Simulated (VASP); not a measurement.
# TiNi (Pm-3m) in VASP: notebook

TiNi is run at these levels: LDA, PBEsol+D3(BJ), PBEsol; tasks: single point, relaxation of cell and atoms.

Program: VASP 6.6.1. These are calculated values, not measurements. Logs are shortened: lines on timing, memory, paths and dates and some standing lists are left out, and cuts for length are marked.

### 1 The cell of the first run

It takes space group Pm-3m (No. 221, cubic). The conventional cell has a = 2.941 Å, b = 2.941 Å, c = 2.941 Å, α = 90.00°, β = 90.00°, γ = 90.00°. Within 3.4 Å of Ti (site symmetry m-3m) lie 8 Ni at 2.55 Å and 6 Ti at 2.94 Å. Ni (site symmetry m-3m) has 8 Ti at 2.55 Å and 6 Ni at 2.94 Å within 3.4 Å.

### 2 Single point, LDA, collinear spin, ferromagnetic start

INCAR

```
  ALGO = Normal
  EDIFF = 1E-7
  ENCUT = 520
  GGA = CA
  ISIF = 2
  ISMEAR = -1
  ISPIN = 2
  LASPH = T
  LCHARG = F
  LMAXMIX = 4
  LORBIT = 11
  LREAL = F
  LWAVE = F
  MAGMOM = 0 1
  NBANDS = 22
  NELM = 150
  PREC = Accurate
  SIGMA = 0.15
```

KPOINTS

```
k-points
0
Gamma
  8 8 8
```

POSCAR

```
TiNi
1.0
    2.9409666933      0.0000000000      0.0000000000
    0.0000000000      2.9409666933      0.0000000000
    0.0000000000      0.0000000000      2.9409666933
Ti Ni
1 1
Direct
    0.5000000000      0.5000000000      0.5000000000
    0.0000000000      0.0000000000      0.0000000000
```

Potentials or basis: VASP PAW LDA potentials, release 64 (Ti_sv, Ni).

Run with:

```bash
> cat potpaw_LDA.64/Ti_sv/POTCAR potpaw_LDA.64/Ni/POTCAR > POTCAR
> mpirun -np 1 vasp_std > vasp.out
```

OUTCAR:

```text
EDIFF = 1E-7
   ENCUT = 520
   GGA = CA
   ISIF = 2
   ISMEAR = -1
   ISPIN = 2
   LASPH = T
   LORBIT = 11
   LREAL = F
   NELM = 150
   PREC = Accurate

 ion  position               nearest neighbor table
   1  0.500  0.500  0.500-   2 2.55   2 2.55   2 2.55   2 2.55   2 2.55   2 2.55   2 2.55   2 2.55

   2  0.000  0.000  0.000-   1 2.55   1 2.55   1 2.55   1 2.55   1 2.55   1 2.55   1 2.55   1 2.55

  LATTYP: Found a simple cubic cell.
 ALAT       =     2.9409666933

  Lattice vectors:

 A1 = (   2.9409666933,   0.0000000000,   0.0000000000)
 A2 = (   0.0000000000,   2.9409666933,   0.0000000000)
 A3 = (   0.0000000000,   0.0000000000,   2.9409666933)

Analysis of symmetry for initial positions (statically):
=====================================================================
 Subroutine PRICEL returns:
 Original cell was already a primitive cell.

 Routine SETGRP: Setting up the symmetry group for a
 simple cubic supercell.

 Subroutine GETGRP returns: Found 48 space group operations
 (whereof 48 operations were pure point group operations)
 out of a pool of 48 trial point group operations.

The static configuration has the point symmetry O_h .

Analysis of symmetry for dynamics (positions and initial velocities):
=====================================================================
 Subroutine PRICEL returns:
 Original cell was already a primitive cell.

 Routine SETGRP: Setting up the symmetry group for a
 simple cubic supercell.

 Subroutine GETGRP returns: Found 48 space group operations
 (whereof 48 operations were pure point group operations)
 out of a pool of 48 trial point group operations.

The dynamic configuration has the point symmetry O_h .

Analysis of structural, dynamic, and magnetic symmetry:
=====================================================================
 Subroutine PRICEL returns:
 Original cell was already a primitive cell.

 Routine SETGRP: Setting up the symmetry group for a
 simple cubic supercell.

 Subroutine GETGRP returns: Found 48 space group operations
 (whereof 48 operations were pure point group operations)
 out of a pool of 48 trial point group operations.

The overall configuration has the point symmetry O_h .

 Subroutine INISYM returns: Found 48 space group operations
 (whereof 48 operations are pure point group operations),
 and found     1 'primitive' translations

----------------------------------------------------------------------------------------

                                     Primitive cell

  volume of cell :      25.4373

  direct lattice vectors                    reciprocal lattice vectors
     2.940966693  0.000000000  0.000000000     0.340024252  0.000000000  0.000000000
     0.000000000  2.940966693  0.000000000     0.000000000  0.340024252  0.000000000
     0.000000000  0.000000000  2.940966693     0.000000000  0.000000000  0.340024252

  length of vectors
     2.940966693  2.940966693  2.940966693     0.340024252  0.340024252  0.340024252

  position of ions in fractional coordinates (direct lattice)
     0.500000000  0.500000000  0.500000000
     0.000000000  0.000000000  0.000000000

  ion indices of the primitive-cell ions
   primitive index   ion index
                 1           1
                 2           2

----------------------------------------------------------------------------------------

 KPOINTS: k-points

Automatic generation of k-mesh.
 Grid dimensions read from file:
 generate k-points for:    8    8    8

 Generating k-lattice:

  Cartesian coordinates                     Fractional coordinates (reciprocal lattice)
     0.042503031  0.000000000  0.000000000     0.125000000  0.000000000  0.000000000
     0.000000000  0.042503031  0.000000000     0.000000000  0.125000000  0.000000000
     0.000000000  0.000000000  0.042503031     0.000000000  0.000000000  0.125000000

  Length of vectors
     0.042503031  0.042503031  0.042503031

  Shift w.r.t. Gamma in fractional coordinates (k-lattice)
     0.000000000  0.000000000  0.000000000

 Subroutine IBZKPT returns following result:
 ===========================================

 Found     35 irreducible k-points:

 Following reciprocal coordinates:
            Coordinates               Weight
  0.000000  0.000000  0.000000      1.000000
  0.125000  0.000000  0.000000      6.000000
  0.250000  0.000000  0.000000      6.000000
  0.375000  0.000000  0.000000      6.000000
  0.500000  0.000000  0.000000      3.000000
  0.125000  0.125000  0.000000     12.000000
[... 16 lines left out ...]
  0.375000  0.375000  0.125000     24.000000
  0.500000  0.375000  0.125000     24.000000
 [... further k-points ...]
   k-points           NKPTS =     35   k-points in BZ     NKDIM =     35   number of bands    NBANDS=     22
   number of dos      NEDOS =    301   number of ions     NIONS =      2
   total plane-waves  NPLWV =  13824
   dimension x,y,z NGX =    24 NGY =   24 NGZ =   24
   dimension x,y,z NGXF=    48 NGYF=   48 NGZF=   48
   ions per type =               1   1
   NGX,Y,Z   is equivalent  to a cutoff of  13.57, 13.57, 13.57 a.u.
   NGXF,Y,Z  is equivalent  to a cutoff of  27.13, 27.13, 27.13 a.u.
 SYSTEM =  unknown system
   PREC   = accura    normal or accurate (medium, high low for compatibility)
   ISTART =      0    job   : 0-new  1-cont  2-samecut
   ICHARG =      2    charge: 1-file 2-atom 10-const
   ISPIN  =      2    spin polarized calculation?
   LNONCOLLINEAR =      F non collinear calculations
   LSORBIT =      F    spin-orbit coupling
   LASPH  =      T    aspherical Exc in radial PAW
   ENCUT  =  520.0 eV  38.22 Ry    6.18 a.u.   5.47  5.47  5.47*2*pi/ulx,y,z
   NELM   =    150;   NELMIN=  2; NELMDL= -5     # of ELM steps
   EDIFF  = 0.1E-06   stopping-criterion for ELM
   LREAL  =      F    real-space projection
   EDIFFG = 0.1E-05   stopping-criterion for IOM
   NSW    =      0    number of steps for IOM
   IBRION =     -1    ionic relax: 0-MD 1-quasi-New 2-CG
   NFREE  =      0    steps in history (QN), initial steepest desc. (CG)
   ISIF   =      2    stress and relaxation
   ISYM   =      2    0-nonsym 1-usesym 2-fastsym
   POTIM  = 0.5000    time-step for ionic-motion
   TEBEG  =    0.0;   TEEND  =   0.0 temperature during run
   PSTRESS=    0.0 pullay stress
   NELECT =      22.0000    total number of electrons
   NUPDOWN=      -1.0000    fix difference up-down
   EMIN   =  10.00;   EMAX   =-10.00  energy-range for DOS
   EFERMI =   0.00;   METHOD = LEGACY
   ISMEAR =    -1;   SIGMA  =   0.15  broadening in eV -4-tet -1-fermi 0-gaus
   EFERMI_NEDOS =   21; number of points for ismear=-14 and -15
   IALGO  =     38    algorithm
   IMIX   =      4    mixing-type and parameters
     AMIX     =   0.40;   BMIX     =  1.00
     AMIX_MAG =   1.60;   BMIX_MAG =  1.00
  volume/ion in A,a.u.               =      12.72        85.83
  Fermi-wavevector in a.u.,A,eV,Ry     =   1.559764  2.947527 33.101130  2.432864
  Thomas-Fermi vector in A             =   2.663075
   LORBIT       =     11    0 simple, 1 ext, 2 COOP (PROOUT), +10 PAW based schemes
   GGA     = CA    functional components
   LHFCALC =     F    Hartree Fock is set to
   AEXX    =    0.0000 exact exchange contribution
   IVDW    =     0    specifies the selected vdW correction
   LEPSILON=     F    determine dielectric tensor
   LRPA    =     F    only Hartree local field effects (RPA)
 spin polarized calculation
  energy-cutoff  :      520.00
  volume of cell :       25.44
 maximum number of plane-waves:       703
 NGX is ok and might be reduce to    24
   NGX = 11   NGY = 11   NGZ = 11

 number of electron      21.9999993 magnetization       0.0007949

 number of electron      21.9999993 magnetization      -0.0001627

 Free energy of the ion-electron system (eV)
  ---------------------------------------------------
  ext. energy  EPLUGINS =         0.00000000
  ---------------------------------------------------
  free energy    TOTEN  =       -15.98070288 eV

  energy without entropy =      -15.78393670  energy(sigma->0) =      -15.88231979

 E-fermi :   9.9555     XC(G=0): -13.0828

 val. band max:        9.9284836590   @ k =   0.2500   0.0000   0.0000
 cond. band min:       9.9635343188   @ k =   0.3750   0.1250   0.1250
 fundamental gap:      0.0350506598
 Fermi energy:         9.9554637480

 spin component 1

 k-point     1 :       0.0000    0.0000    0.0000
  band No.  band energies     occupation
      1     -46.3735      1.00000
      2     -22.8352      1.00000
      3     -22.8352      1.00000
      4     -22.8352      1.00000
      5       2.0129      1.00000
      6       5.8113      1.00000
[... 14 lines left out ...]
     21      29.5504      0.00000
     22      31.5106      0.00000

 k-point     2 :       0.1250    0.0000    0.0000
  band No.  band energies     occupation
      1     -46.3676      1.00000
      2     -22.8895      1.00000
      3     -22.8312      1.00000
      4     -22.8312      1.00000
      5       2.3310      1.00000
      6       5.9399      1.00000
[... 14 lines left out ...]
     21      30.6198      0.00000
     22      30.8249      0.00000

 k-point     3 :       0.2500    0.0000    0.0000
  band No.  band energies     occupation
      1     -46.3531      1.00000
      2     -23.0190      1.00000
      3     -22.8214      1.00000
      4     -22.8214      1.00000
      5       3.2305      1.00000
      6       6.2525      1.00000
[... 14 lines left out ...]
     21      29.8995      0.00000
     22      30.9418      0.00000
[... 476 lines left out ...]
 k-point    23 :       0.3750    0.3750    0.1250
  band No.  band energies     occupation
      1     -46.3011      1.00000
      2     -23.0980      1.00000
      3     -23.0910      1.00000
      4     -22.8328      1.00000
      5       5.5446      1.00000
      6       6.2163      1.00000
[... 14 lines left out ...]
     21      26.8112      0.00000
     22      30.1265      0.00000

 k-point    24 :       0.5000    0.3750    0.1250
  band No.  band energies     occupation
      1     -46.2955      1.00000
      2     -23.1427      1.00000
      3     -23.0869      1.00000
      4     -22.8278      1.00000
      5       5.5769      1.00000
      6       6.1109      1.00000
[... 14 lines left out ...]
     21      26.3682      0.00000
     22      30.7377      0.00000

 [... further k-points ...]

 spin component 2

 k-point     1 :       0.0000    0.0000    0.0000
  band No.  band energies     occupation
      1     -46.3735      1.00000
      2     -22.8352      1.00000
      3     -22.8352      1.00000
      4     -22.8352      1.00000
      5       2.0129      1.00000
      6       5.8112      1.00000
[... 14 lines left out ...]
     21      29.5504      0.00000
     22      31.5106      0.00000

 k-point     2 :       0.1250    0.0000    0.0000
  band No.  band energies     occupation
      1     -46.3676      1.00000
      2     -22.8895      1.00000
      3     -22.8312      1.00000
      4     -22.8312      1.00000
      5       2.3310      1.00000
      6       5.9398      1.00000
[... 14 lines left out ...]
     21      30.6197      0.00000
     22      30.8249      0.00000

 k-point     3 :       0.2500    0.0000    0.0000
  band No.  band energies     occupation
      1     -46.3532      1.00000
      2     -23.0190      1.00000
      3     -22.8214      1.00000
      4     -22.8214      1.00000
      5       3.2305      1.00000
      6       6.2524      1.00000
[... 14 lines left out ...]
     21      29.8995      0.00000
     22      30.9418      0.00000
[... 476 lines left out ...]
 k-point    23 :       0.3750    0.3750    0.1250
  band No.  band energies     occupation
      1     -46.3011      1.00000
      2     -23.0980      1.00000
      3     -23.0910      1.00000
      4     -22.8328      1.00000
      5       5.5446      1.00000
      6       6.2162      1.00000
[... 14 lines left out ...]
     21      26.8111      0.00000
     22      30.1264      0.00000

 k-point    24 :       0.5000    0.3750    0.1250
  band No.  band energies     occupation
      1     -46.2955      1.00000
      2     -23.1428      1.00000
      3     -23.0869      1.00000
      4     -22.8278      1.00000
      5       5.5769      1.00000
      6       6.1108      1.00000
[... 14 lines left out ...]
     21      26.3682      0.00000
     22      30.7377      0.00000

 [... further k-points ...]

------------------------ aborting loop because EDIFF is reached ----------------------------------------

  FORCE on cell =-STRESS in cart. coord.  units (eV):
  Direction    XX          YY          ZZ          XY          YZ          ZX
  --------------------------------------------------------------------------------------
  -------------------------------------------------------------------------------------
  Total       -0.0028706     -0.0028706     -0.0028706     -0.0000000     -0.0000000      0.0000000
  in kB       -0.1808089     -0.1808089     -0.1808089     -0.0000000     -0.0000000      0.0000000
  external PRESSURE =      -0.1808089 kB  Pullay stress =       0.0000000 kB

 VOLUME and BASIS-vectors are now :
 -----------------------------------------------------------------------------
  energy-cutoff  :      520.00
  volume of cell :       25.44
      direct lattice vectors                 reciprocal lattice vectors
     2.940966693  0.000000000  0.000000000     0.340024252  0.000000000  0.000000000
     0.000000000  2.940966693  0.000000000     0.000000000  0.340024252  0.000000000
     0.000000000  0.000000000  2.940966693     0.000000000  0.000000000  0.340024252

 POSITION                                       TOTAL-FORCE (eV/Angst)
 -----------------------------------------------------------------------------------
      1.47048      1.47048      1.47048         0.000000      0.000000      0.000000
      0.00000      0.00000      0.00000         0.000000      0.000000      0.000000
 -----------------------------------------------------------------------------------
    total drift:                                0.000000      0.000000     -0.000000

  FREE ENERGIE OF THE ION-ELECTRON SYSTEM (eV)
  ---------------------------------------------------
  free  energy   TOTEN  =       -15.9807028832 eV

  energy  without entropy=      -15.7839367029  energy(sigma->0) =      -15.88231979

 total charge

# of ion       s       p       d       tot
------------------------------------------
    1        2.252   6.180   1.923  10.354
    2        0.608   0.507   8.355   9.470
--------------------------------------------------
tot          2.860   6.687  10.278  19.825

 magnetization (x)

# of ion       s       p       d       tot
------------------------------------------
    1        0.000  -0.000  -0.000  -0.000
    2       -0.000  -0.000  -0.000  -0.000
--------------------------------------------------
tot          0.000  -0.000  -0.000  -0.000
```

Run time: 22 s. Hardware: 1 thread of Intel Xeon Platinum 8488C (Sapphire Rapids), shared host; peak memory 0.15 GiB.

Results:

| Item | Value |
| --- | --- |
| Free energy | -15.9807 eV |
| Pressure | 0.0 GPa |
| Band gap on the k mesh | zero (filled and empty bands overlap) |
| Net moment | 0.00 μB per cell |
| Valence electrons inside the program's atomic spheres | Ti 10.35; Ni 9.47 |

Levels at points of the mesh, in eV from the Fermi level:
Spin up:
| k point | band 7 | band 8 | band 9 | band 10 | band 11 | band 12 | band 13 | band 14 | band 15 | band 16 |
| --- | --- | --- | --- | --- | --- | --- | --- | --- | --- | --- |
| (0.00, 0.00, 0.00) | -4.14 | -2.12 | -2.12 | -2.12 | 0.49 | 0.49 | 2.81 | 2.81 | 2.81 | 9.05 |
| (0.50, 0.00, 0.00) | -2.94 | -2.22 | -2.22 | -1.79 | -0.79 | -0.58 | 0.69 | 0.69 | 2.41 | 4.11 |
| (0.50, 0.50, 0.00) | -2.94 | -2.94 | -1.36 | -0.76 | 0.66 | 0.66 | 1.00 | 2.49 | 2.49 | 3.29 |
| (0.50, 0.50, 0.50) | -2.96 | -2.25 | -2.25 | -2.25 | -1.34 | -1.34 | 3.37 | 3.37 | 6.51 | 8.50 |
Spin down:
| k point | band 7 | band 8 | band 9 | band 10 | band 11 | band 12 | band 13 | band 14 | band 15 | band 16 |
| --- | --- | --- | --- | --- | --- | --- | --- | --- | --- | --- |
| (0.00, 0.00, 0.00) | -4.14 | -2.12 | -2.12 | -2.12 | 0.49 | 0.49 | 2.81 | 2.81 | 2.81 | 9.05 |
| (0.50, 0.00, 0.00) | -2.95 | -2.22 | -2.22 | -1.79 | -0.79 | -0.58 | 0.69 | 0.69 | 2.41 | 4.11 |
| (0.50, 0.50, 0.00) | -2.94 | -2.94 | -1.36 | -0.76 | 0.66 | 0.66 | 1.00 | 2.49 | 2.49 | 3.29 |
| (0.50, 0.50, 0.50) | -2.96 | -2.25 | -2.25 | -2.25 | -1.34 | -1.34 | 3.37 | 3.37 | 6.51 | 8.50 |

### 3 Single point, PBEsol+D3(BJ), collinear spin, ferromagnetic start

This run uses another cell than the first one, of 12.65 Å³/atom.

INCAR

```
PREC     = Accurate       # precision mode
ENCUT    = 520            # plane-wave cutoff, eV
EDIFF    = 1E-6           # SCF threshold, eV
ISMEAR   = -1             # smearing method
SIGMA    = 0.15           # smearing width, eV
LREAL    = False          # projectors in reciprocal space
LASPH    = True           # aspherical terms in the spheres
NELM     = 150            # most SCF steps
ALGO     = Normal         # electronic algorithm
ISIF     = 2              # what is computed and relaxed
LWAVE    = False          # write WAVECAR
LCHARG   = False          # write CHGCAR
ISPIN    = 2              # spin polarisation
MAGMOM   = 0 1            # initial moments
LORBIT   = 11             # projections on sites
LMAXMIX  = 4              # l up to which the mixer works
GGA      = PS             # functional
IVDW     = 12             # dispersion correction
NBANDS   = 22             # bands
```

KPOINTS

```
regular mesh
0
Gamma
  8 8 8
```

POSCAR

```
TiNi
1.0
    2.9359668003      0.0000000000      0.0000000000
    0.0000000000      2.9359668003      0.0000000000
    0.0000000000      0.0000000000      2.9359668003
Ti Ni
1 1
Direct
    0.5000000000      0.5000000000      0.5000000000
    0.0000000000      0.0000000000      0.0000000000
```

Potentials or basis: VASP PAW PBE potentials, release 64 (Ti_sv, Ni).

Run with:

```bash
> cat potpaw_PBE.64/Ti_sv/POTCAR potpaw_PBE.64/Ni/POTCAR > POTCAR
> mpirun -np 1 vasp_std > vasp.out
```

Run time: 22 s. Hardware: 1 thread of Intel Xeon Platinum 8488C (Sapphire Rapids), shared host; peak memory 0.18 GiB.

The run converged. Its results:

```
Free energy                                           : -16.4160 eV
Pressure                                              : -0.5 GPa
Band gap on the k mesh                                : zero (filled and empty bands overlap)
Net moment                                            : 0.00 μB per cell
Valence electrons inside the program's atomic spheres : Ti 10.35; Ni 9.47
Dispersion energy per atom                            : -0.567 eV
```

Levels at points of the mesh, in eV from the Fermi level:
Spin up:
| k point | band 7 | band 8 | band 9 | band 10 | band 11 | band 12 | band 13 | band 14 | band 15 | band 16 |
| --- | --- | --- | --- | --- | --- | --- | --- | --- | --- | --- |
| (0.00, 0.00, 0.00) | -4.17 | -2.11 | -2.11 | -2.11 | 0.51 | 0.51 | 2.85 | 2.85 | 2.85 | 9.06 |
| (0.50, 0.00, 0.00) | -2.96 | -2.22 | -2.22 | -1.79 | -0.79 | -0.58 | 0.71 | 0.71 | 2.45 | 4.16 |
| (0.50, 0.50, 0.00) | -2.94 | -2.94 | -1.36 | -0.75 | 0.58 | 0.58 | 1.02 | 2.52 | 2.52 | 3.35 |
| (0.50, 0.50, 0.50) | -2.97 | -2.29 | -2.29 | -2.29 | -1.33 | -1.33 | 3.43 | 3.43 | 6.59 | 8.45 |
Spin down:
```csv
k point,band 7,band 8,band 9,band 10,band 11,band 12,band 13,band 14,band 15,band 16
"(0.00, 0.00, 0.00)",-4.17,-2.11,-2.11,-2.11,0.51,0.51,2.85,2.85,2.85,9.06
"(0.50, 0.00, 0.00)",-2.96,-2.22,-2.22,-1.79,-0.79,-0.58,0.71,0.71,2.45,4.16
"(0.50, 0.50, 0.00)",-2.94,-2.94,-1.36,-0.75,0.58,0.58,1.02,2.52,2.52,3.35
"(0.50, 0.50, 0.50)",-2.97,-2.29,-2.29,-2.29,-1.33,-1.33,3.43,3.43,6.59,8.45
```

Caveat: the PAW data sets were made with another functional, which shifts forces and pressure a little.

[end of part 1 of 2]
